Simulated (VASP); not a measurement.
# Bi2S3 (Pnma) in VASP: single point with PBE

Aim: the single point of Bi2S3 with PBE.

Program: VASP 6.6.1. These are calculated values, not measurements. Logs are shortened: lines on timing, memory, paths and dates and some standing lists are left out, and cuts for length are marked.

### Step 1. The cell of the first run

It takes space group Pnma (No. 62, orthorhombic). Conventional cell: a = 10.634 Å, b = 3.842 Å, c = 10.463 Å, α = 90.00°, β = 90.00°, γ = 90.00°. Bi (site symmetry m) has 7 S at 2.70 to 2.85 Å within 3.6 Å. Bi (site symmetry m) has 8 S at 2.68 to 3.53 Å within 3.6 Å. S (site symmetry m) has 5 Bi at 2.68 to 2.86 Å and 7 S at 3.48 to 3.59 Å within 3.6 Å. S (site symmetry m) has 5 Bi at 2.70 to 2.97 Å and 6 S at 3.20 to 3.51 Å within 3.6 Å. Within 3.6 Å of S (site symmetry m) lie 5 Bi at 2.71 to 3.53 Å and 7 S at 3.20 to 3.59 Å.

### Step 2. Single point, PBE

Contents of INCAR:

```
ALGO = Normal
EDIFF = 1E-7
ENCUT = 520
GGA = PE
ISIF = 2
ISMEAR = -1
LASPH = True
LCHARG = True
LELF = True
LREAL = Auto
LVHAR = True
LWAVE = False
NBANDS = 112
NELM = 60
PREC = Accurate
SIGMA = 0.02
```

Contents of KPOINTS:

```
k-points
0
Gamma
  3 7 3
```

Contents of POSCAR:

```
Bi2S3
1.0
   10.6340000000      0.0000000000      0.0000000000
    0.0000000000      3.8423000000      0.0000000000
    0.0000000000      0.0000000000     10.4630000000
Bi S
8 12
Direct
    0.9905300910      0.2500000000      0.6778226629
    0.5094699090      0.7500000000      0.1778226629
    0.4905300910      0.2500000000      0.8221773371
    0.0094699090      0.7500000000      0.3221773371
    0.3204078244      0.2500000000      0.4726575629
    0.1795921756      0.7500000000      0.9726575629
    0.8204078244      0.2500000000      0.0273424371
    0.6795921756      0.7500000000      0.5273424371
    0.0517652561      0.2500000000      0.1282471272
    0.4482347439      0.7500000000      0.6282471272
    0.5517652561      0.2500000000      0.3717528728
    0.9482347439      0.7500000000      0.8717528728
    0.3747407823      0.2500000000      0.0597725712
    0.1252592177      0.7500000000      0.5597725712
    0.8747407823      0.2500000000      0.4402274288
    0.6252592177      0.7500000000      0.9402274288
    0.2234281056      0.2500000000      0.7951477476
    0.2765718944      0.7500000000      0.2951477476
    0.7234281056      0.2500000000      0.7048522524
    0.7765718944      0.7500000000      0.2048522524
```

Potentials or basis: VASP PAW PBE potentials, release 64 (Bi_d, S).

On the command line:

```console
cat potpaw_PBE.64/Bi_d/POTCAR potpaw_PBE.64/S/POTCAR > POTCAR
mpirun -np 1 vasp_std > vasp.out
```

OUTCAR:

```text
EDIFF = 1E-7
   ENCUT = 520
   GGA = PE
   ISIF = 2
   ISMEAR = -1
   LASPH = True
   LREAL = Auto
   NELM = 60
   PREC = Accurate

 ion  position               nearest neighbor table
   1  0.991  0.250  0.678-  14 2.70  14 2.70  17 2.76  15 2.77  12 2.83  12 2.83  19 2.85
   2  0.509  0.750  0.178-  13 2.70  13 2.70  18 2.76  16 2.77  11 2.83  11 2.83  20 2.85
   3  0.491  0.250  0.822-  16 2.70  16 2.70  19 2.76  13 2.77  10 2.83  10 2.83  17 2.85
   4  0.009  0.750  0.322-  15 2.70  15 2.70  20 2.76  14 2.77   9 2.83   9 2.83  18 2.85
   5  0.320  0.250  0.473-  11 2.68  18 2.71  18 2.71  10 2.86  10 2.86  14 2.97  14 2.97
   6  0.180  0.750  0.973-  12 2.68  17 2.71  17 2.71   9 2.86   9 2.86  13 2.97  13 2.97
   7  0.820  0.250  0.027-   9 2.68  20 2.71  20 2.71  12 2.86  12 2.86  16 2.97  16 2.97
   8  0.680  0.750  0.527-  10 2.68  19 2.71  19 2.71  11 2.86  11 2.86  15 2.97  15 2.97
   9  0.052  0.250  0.128-   7 2.68   4 2.83   4 2.83   6 2.86   6 2.86
  10  0.448  0.750  0.628-   8 2.68   3 2.83   3 2.83   5 2.86   5 2.86
  11  0.552  0.250  0.372-   5 2.68   2 2.83   2 2.83   8 2.86   8 2.86
  12  0.948  0.750  0.872-   6 2.68   1 2.83   1 2.83   7 2.86   7 2.86
  13  0.375  0.250  0.060-   2 2.70   2 2.70   3 2.77   6 2.97   6 2.97
  14  0.125  0.750  0.560-   1 2.70   1 2.70   4 2.77   5 2.97   5 2.97
  15  0.875  0.250  0.440-   4 2.70   4 2.70   1 2.77   8 2.97   8 2.97
  16  0.625  0.750  0.940-   3 2.70   3 2.70   2 2.77   7 2.97   7 2.97
  17  0.223  0.250  0.795-   6 2.71   6 2.71   1 2.76   3 2.85
  18  0.277  0.750  0.295-   5 2.71   5 2.71   2 2.76   4 2.85
  19  0.723  0.250  0.705-   8 2.71   8 2.71   3 2.76   1 2.85
  20  0.777  0.750  0.205-   7 2.71   7 2.71   4 2.76   2 2.85

  LATTYP: Found a simple orthorhombic cell.
 ALAT       =     3.8423000000
 B/A-ratio  =     2.7231085548
 C/A-ratio  =     2.7676131484

  Lattice vectors:

 A1 = (   0.0000000000,   3.8423000000,   0.0000000000)
 A2 = (   0.0000000000,   0.0000000000,  10.4630000000)
 A3 = (  10.6340000000,   0.0000000000,   0.0000000000)

Analysis of symmetry for initial positions (statically):
=====================================================================
 Subroutine PRICEL returns:
 Original cell was already a primitive cell.

 Routine SETGRP: Setting up the symmetry group for a
 simple orthorhombic supercell.

 Subroutine GETGRP returns: Found  8 space group operations
 (whereof  2 operations were pure point group operations)
 out of a pool of  8 trial point group operations.

The static configuration has the point symmetry S_2 .
 The point group associated with its full space group is D_2h.

Analysis of symmetry for dynamics (positions and initial velocities):
=====================================================================
 Subroutine PRICEL returns:
 Original cell was already a primitive cell.

 Routine SETGRP: Setting up the symmetry group for a
 simple orthorhombic supercell.

 Subroutine GETGRP returns: Found  8 space group operations
 (whereof  2 operations were pure point group operations)
 out of a pool of  8 trial point group operations.

The dynamic configuration has the point symmetry S_2 .
 The point group associated with its full space group is D_2h.

 Subroutine INISYM returns: Found  8 space group operations
 (whereof  2 operations are pure point group operations),
 and found     1 'primitive' translations

----------------------------------------------------------------------------------------

                                     Primitive cell

  volume of cell :     427.5079

  direct lattice vectors                    reciprocal lattice vectors
    10.634000000  0.000000000  0.000000000     0.094037991  0.000000000  0.000000000
     0.000000000  3.842300000  0.000000000     0.000000000  0.260260781  0.000000000
     0.000000000  0.000000000 10.463000000     0.000000000  0.000000000  0.095574883

  length of vectors
    10.634000000  3.842300000 10.463000000     0.094037991  0.260260781  0.095574883

  position of ions in fractional coordinates (direct lattice)
     0.990530091  0.250000000  0.677822663
     0.509469909  0.750000000  0.177822663
     0.490530091  0.250000000  0.822177337
     0.009469909  0.750000000  0.322177337
     0.320407824  0.250000000  0.472657563
     0.179592176  0.750000000  0.972657563
[... 12 lines left out ...]
     0.723428106  0.250000000  0.704852252
     0.776571894  0.750000000  0.204852252

  ion indices of the primitive-cell ions
   primitive index   ion index
                 1           1
                 2           2
                 3           3
                 4           4
                 5           5
                 6           6
[... 12 lines left out ...]
                19          19
                20          20

----------------------------------------------------------------------------------------

 KPOINTS: k-points

Automatic generation of k-mesh.
 Grid dimensions read from file:
 generate k-points for:    3    7    3

 Generating k-lattice:

  Cartesian coordinates                     Fractional coordinates (reciprocal lattice)
     0.031345997  0.000000000  0.000000000     0.333333333  0.000000000  0.000000000
     0.000000000  0.037180112  0.000000000     0.000000000  0.142857143  0.000000000
     0.000000000  0.000000000  0.031858294     0.000000000  0.000000000  0.333333333

  Length of vectors
     0.031345997  0.037180112  0.031858294

  Shift w.r.t. Gamma in fractional coordinates (k-lattice)
     0.000000000  0.000000000  0.000000000

 Subroutine IBZKPT returns following result:
 ===========================================

 Found     16 irreducible k-points:

 Following reciprocal coordinates:
            Coordinates               Weight
  0.000000  0.000000  0.000000      1.000000
  0.333333  0.000000  0.000000      2.000000
  0.000000  0.142857  0.000000      2.000000
  0.333333  0.142857  0.000000      4.000000
  0.000000  0.285714  0.000000      2.000000
  0.333333  0.285714  0.000000      4.000000
[... 8 lines left out ...]
  0.000000  0.428571  0.333333      4.000000
  0.333333  0.428571  0.333333      8.000000
   k-points           NKPTS =     16   k-points in BZ     NKDIM =     16   number of bands    NBANDS=    112
   number of dos      NEDOS =    301   number of ions     NIONS =     20
   total plane-waves  NPLWV = 192000
   dimension x,y,z NGX =    80 NGY =   30 NGZ =   80
   dimension x,y,z NGXF=   160 NGYF=   60 NGZF=  160
   ions per type =               8  12
   NGX,Y,Z   is equivalent  to a cutoff of  12.51, 12.98, 12.71 a.u.
   NGXF,Y,Z  is equivalent  to a cutoff of  25.01, 25.96, 25.42 a.u.
 SYSTEM =  unknown system
   PREC   = accura    normal or accurate (medium, high low for compatibility)
   ISTART =      0    job   : 0-new  1-cont  2-samecut
   ICHARG =      2    charge: 1-file 2-atom 10-const
   ISPIN  =      1    spin polarized calculation?
   LNONCOLLINEAR =      F non collinear calculations
   LSORBIT =      F    spin-orbit coupling
   LASPH  =      T    aspherical Exc in radial PAW
   ENCUT  =  520.0 eV  38.22 Ry    6.18 a.u.  19.77  7.14 19.45*2*pi/ulx,y,z
   NELM   =     60;   NELMIN=  2; NELMDL= -5     # of ELM steps
   EDIFF  = 0.1E-06   stopping-criterion for ELM
   LREAL  =      T    real-space projection
   EDIFFG = 0.1E-05   stopping-criterion for IOM
   NSW    =      0    number of steps for IOM
   IBRION =     -1    ionic relax: 0-MD 1-quasi-New 2-CG
   NFREE  =      0    steps in history (QN), initial steepest desc. (CG)
   ISIF   =      2    stress and relaxation
   ISYM   =      2    0-nonsym 1-usesym 2-fastsym
   POTIM  = 0.5000    time-step for ionic-motion
   TEBEG  =    0.0;   TEEND  =   0.0 temperature during run
   PSTRESS=    0.0 pullay stress
   NELECT =     192.0000    total number of electrons
   NUPDOWN=      -1.0000    fix difference up-down
   EMIN   =  10.00;   EMAX   =-10.00  energy-range for DOS
   EFERMI =   0.00;   METHOD = LEGACY
   ISMEAR =    -1;   SIGMA  =   0.02  broadening in eV -4-tet -1-fermi 0-gaus
   EFERMI_NEDOS =   21; number of points for ismear=-14 and -15
   IALGO  =     38    algorithm
   IMIX   =      4    mixing-type and parameters
     AMIX     =   0.40;   BMIX     =  1.00
     AMIX_MAG =   1.60;   BMIX_MAG =  1.00
  volume/ion in A,a.u.               =      21.38       144.25
  Fermi-wavevector in a.u.,A,eV,Ry     =   1.253701  2.369151 21.385166  1.571765
  Thomas-Fermi vector in A             =   2.387541
   LORBIT       =      0    0 simple, 1 ext, 2 COOP (PROOUT), +10 PAW based schemes
   GGA     = PE    functional components
   LHFCALC =     F    Hartree Fock is set to
   AEXX    =    0.0000 exact exchange contribution
   IVDW    =     0    specifies the selected vdW correction
   LEPSILON=     F    determine dielectric tensor
   LRPA    =     F    only Hartree local field effects (RPA)
 non-spin polarized calculation
  energy-cutoff  :      520.00
  volume of cell :      427.51
 maximum number of plane-waves:     11552
 NGX is ok and might be reduce to    80
   NGX = 39   NGY = 15   NGZ = 39

 number of electron     191.9999994 magnetization

 Free energy of the ion-electron system (eV)
  ---------------------------------------------------
  ext. energy  EPLUGINS =         0.00000000
  ---------------------------------------------------
  free energy    TOTEN  =       -84.91658271 eV

  energy without entropy =      -84.91658271  energy(sigma->0) =      -84.91658271

 E-fermi :   7.8364     XC(G=0): -10.5620

 val. band max:        7.4181835258   @ k =   0.0000   0.0000   0.0000
 cond. band min:       8.3712027304   @ k =   0.0000   0.0000   0.0000
 fundamental gap:      0.9530192046
 Fermi energy:         7.8363709967

 k-point     1 :       0.0000    0.0000    0.0000
  band No.  band energies     occupation
      1     -15.3833      2.00000
      2     -15.3789      2.00000
      3     -15.3776      2.00000
      4     -15.3769      2.00000
      5     -15.3646      2.00000
      6     -15.3617      2.00000
[... 100 lines left out ...]
    107      10.6618      0.00000
    108      10.7348      0.00000
[... 1663 lines left out ...]
    107      11.0991      0.00000
    108      11.2725      0.00000
 [bands above 108 left out]

------------------------ aborting loop because EDIFF is reached ----------------------------------------

  FORCE on cell =-STRESS in cart. coord.  units (eV):
  Direction    XX          YY          ZZ          XY          YZ          ZX
  --------------------------------------------------------------------------------------
  -------------------------------------------------------------------------------------
  Total       31.8240167     31.6160273     30.6957470      0.0000000      0.0000000      0.0000000
  in kB      119.2673100    118.4878251    115.0388778      0.0000000      0.0000000      0.0000000
  external PRESSURE =     117.5980043 kB  Pullay stress =       0.0000000 kB

 VOLUME and BASIS-vectors are now :
 -----------------------------------------------------------------------------
  energy-cutoff  :      520.00
  volume of cell :      427.51
      direct lattice vectors                 reciprocal lattice vectors
    10.634000000  0.000000000  0.000000000     0.094037991  0.000000000  0.000000000
     0.000000000  3.842300000  0.000000000     0.000000000  0.260260781  0.000000000
     0.000000000  0.000000000 10.463000000     0.000000000  0.000000000  0.095574883

 POSITION                                       TOTAL-FORCE (eV/Angst)
 -----------------------------------------------------------------------------------
     10.53330      0.96057      7.09206         0.011567      0.000000      0.014605
      5.41770      2.88172      1.86056        -0.011567      0.000000      0.014605
      5.21630      0.96057      8.60244         0.011567      0.000000     -0.014605
      0.10070      2.88172      3.37094        -0.011567     -0.000000     -0.014605
      3.40722      0.96057      4.94542         0.007606      0.000000     -0.005934
      1.90978      2.88172     10.17692        -0.007606     -0.000000     -0.005934
[... 12 lines left out ...]
      7.69293      0.96057      7.37487        -0.004919      0.000000      0.005400
      8.25807      2.88172      2.14337         0.004919      0.000000      0.005400
 -----------------------------------------------------------------------------------
    total drift:                               -0.000000      0.000000     -0.000000

  FREE ENERGIE OF THE ION-ELECTRON SYSTEM (eV)
  ---------------------------------------------------
  free  energy   TOTEN  =       -84.9165827118 eV

  energy  without entropy=      -84.9165827118  energy(sigma->0) =      -84.91658271
```

Run time: 23 min. Hardware: 1 thread of Oxide Virtual Turin-like, shared host; peak memory 0.69 GiB.

Results:

```yaml
Free_energy: -84.9166 eV
Pressure: 11.8 GPa
Largest_force: 0.019 eV/Å
Band_gap_on_the_k_mesh: 0.95 eV
```

Forces in eV/Å, atoms in the order of the input:
```
Bi   0.012  0.000  0.015
Bi  -0.012  0.000  0.015
Bi   0.012  0.000 -0.015
Bi  -0.012  0.000 -0.015
Bi   0.008  0.000 -0.006
Bi  -0.008  0.000 -0.006
Bi   0.008  0.000  0.006
Bi  -0.008  0.000  0.006
S   -0.010  0.000 -0.001
S    0.010  0.000 -0.001
S   -0.010  0.000  0.001
S    0.010  0.000  0.001
S   -0.008  0.000 -0.003
S    0.008  0.000 -0.003
S   -0.008  0.000  0.003
S    0.008  0.000  0.003
S   -0.005  0.000 -0.005
S    0.005  0.000 -0.005
S   -0.005  0.000  0.005
S    0.005  0.000  0.005
```

Caveat: the cell stands under pressure; spin-orbit coupling is left out, which moves the levels of the heavy elements; an odd mesh through Γ misses points on the zone boundary, where band edges can lie.
